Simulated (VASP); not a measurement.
B:

```
CELL_PARAMETERS angstrom
1.73440 0.00000 0.00000
0.00000 1.91251 0.00000
0.00000 0.00000 2.21397
ATOMIC_POSITIONS crystal
B 0.50000 0.50000 0.50000
```

The cell was built from a structure type or drawn by symmetry, and may not be a known phase.

```yaml
Program: VASP 6.6.1
Task: relaxation of cell and atoms
Functional: PBE
Potentials_or_basis: VASP PAW PBE potentials, release 64 (B)
Cutoff: 600 eV
k_mesh: 10 × 8 × 8
Occupations: gaussian, width 0.1 eV
Spin: no spin polarisation
```

At the start: pressure -4.1 GPa; volume 7.34 Å³/atom.

Task: Where does the relaxation end?

Result: Over 16 steps the energy falls by 177.9 meV/atom and the volume is 6.70 Å³/atom (-8.7 %); space group Pmmm (No. 47, to 0.1 Å) before, Pm-3m (No. 221, to 0.1 Å).

Step by step:
```tsv
step	energy change (eV)	largest force (eV/Å)	pressure (GPa)	volume (Å³)
1	0.0000	0.0000	-4.05	7.34
2	-0.0927	0.0000	-3.44	7.13
3	-0.0624	0.0000	6.61	6.83
4	-0.1123	0.0000	-1.19	7.02
5	-0.1300	0.0000	-0.25	6.83
6	-0.0896	0.0000	11.87	6.54
7	-0.1382	0.0000	2.01	6.74
8	-0.1474	0.0000	1.12	6.69
9	-0.1552	0.0000	0.81	6.72
10	-0.1720	0.0000	-0.71	6.73
11	-0.1759	0.0000	-1.22	6.74
12	-0.1728	0.0000	-0.97	6.75
13	-0.1760	0.0000	-1.38	6.74
14	-0.1763	0.0000	-1.35	6.74
15	-0.1763	0.0000	-1.34	6.74
16	-0.1779	0.0000	-0.26	6.70
```

Final structure:
```cif
data_structure
_symmetry_space_group_name_H-M 'P 1'
_symmetry_Int_Tables_number 1
_cell_length_a 1.8611
_cell_length_b 1.8966
_cell_length_c 1.8992
_cell_angle_alpha 90.000
_cell_angle_beta 90.000
_cell_angle_gamma 90.000
_cell_volume 6.70
loop_
_atom_site_label
_atom_site_type_symbol
_atom_site_fract_x
_atom_site_fract_y
_atom_site_fract_z
_atom_site_occupancy
B1 B 0.50000 0.50000 0.50000 1
```

Caveat: the k points lie up to 0.41 Å⁻¹ apart in the final cell, too coarse for converged energies and pressures of a metal.
